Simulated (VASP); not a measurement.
Wanted: the native input for a VASP 6.6.1 run.

| Item | Value |
| --- | --- |
| Task | single point |
| Functional | PBE |
| Potentials or basis | VASP PAW PBE potentials, release 64 (Mn_pv, O) |
| Cutoff | 520 eV |
| k mesh | 12 × 12 × 6 |
| Occupations | gaussian, width 0.05 eV |
| Spin | collinear spin, antiferromagnetic start |
| Starting moments | [4.72, -4.72, 0.0, 0.0] μB |
| Hubbard terms | Mn d U = 3.9 eV |
| Dipole correction | no |
| Further INCAR settings | ALGO = Normal; EDIFF = 1e-07; NBANDS = 31 |

The structure of MnO lies in POSCAR:

```
MnO
1.0
    0.0000000000      2.2826482908      2.2826482908
    2.2826482908      0.0000000000      2.2826482908
    4.5137060482      4.5137060482      0.0515905333
Mn O
2 2
Direct
    0.0000000000      0.0000000000      0.0000000000
    0.0000000000      0.0000000000      0.5000000000
    0.5000000007      0.5000000007      0.2499999989
    0.4999999993      0.4999999993      0.7500000011
```

This cell differs from its parent crystal: volume scaled by 1.020.

One way to write it, as run:

INCAR

```
ALGO = Normal
EDIFF = 1E-7
ENCUT = 520
GGA = PE
ISIF = 2
ISMEAR = 0
ISPIN = 2
LASPH = True
LCHARG = False
LDAU = True
LDAUJ = 0 0
LDAUL = 2 -1
LDAUPRINT = 1
LDAUTYPE = 2
LDAUU = 3.9 0
LMAXMIX = 4
LORBIT = 11
LREAL = False
LWAVE = False
MAGMOM = 4.72 -4.72 0 0
NBANDS = 31
NELM = 150
PREC = Accurate
SIGMA = 0.05
```

KPOINTS

```
k-points
0
Gamma
  12 12 6
```

Potentials or basis: VASP PAW PBE potentials, release 64 (Mn_pv, O).

Launch:

```sh
$ cat potpaw_PBE.64/Mn_pv/POTCAR potpaw_PBE.64/O/POTCAR > POTCAR
$ mpirun -np 1 vasp_std > vasp.out
```

Results of the run:

```yaml
Pressure: -4.1 GPa
Band_gap_on_the_k_mesh: 1.55 eV
Net_moment: 0.00 μB per cell
Site_moments: Mn +4.59, -4.59; O +0.00 μB
Valence_electrons_inside_the_program's_atomic_spheres: Mn 11.29; O 4.98
```

Wall time 7.2 min on 1 thread of Oxide Virtual Turin-like Processor, with other jobs on the host, peak memory 0.3 GiB.
